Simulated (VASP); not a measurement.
Here is a VASP 6.6.1 calculation.

The input INCAR:

```
SYSTEM = Ge
  PREC = Accurate
  ENCUT = 520
  EDIFF = 1E-6
  ISMEAR = -1
  SIGMA = 0.1
  LREAL = .False.
  LASPH = .True.
  NELM = 60
  ALGO = Normal
  ISIF = 2
  LWAVE = .False.
  LCHARG = .False.
  GGA = PS
  NBANDS = 13
```

The input KPOINTS:

```
Automatic mesh
0
Gamma
  12 12 11
  0 0 0
```

File POSCAR:

```
Ge
1.0
    1.3718556598     -2.5534374594      0.0000000000
    1.3718556598      2.5534374594      0.0000000000
    0.0000000000      0.0000000000      2.6493834722
Ge
1
Direct
    0.5000000000      0.5000000000      0.0000000000
```

Potentials or basis: VASP PAW PBE potentials, release 64 (Ge_d).

The run is started by

```sh
$ cat potpaw_PBE.64/Ge_d/POTCAR > POTCAR
$ mpirun -np 1 vasp_std > vasp.out
```

(1) What does it give for the band gap on the k mesh?

(2) Predict the pressure.

## Answers

(1) zero (bands 7 and 8 overlap by 10.37 eV).

(2) -0.7 GPa.

Caveat: the PAW data sets were made with another functional, which shifts forces and pressure a little.
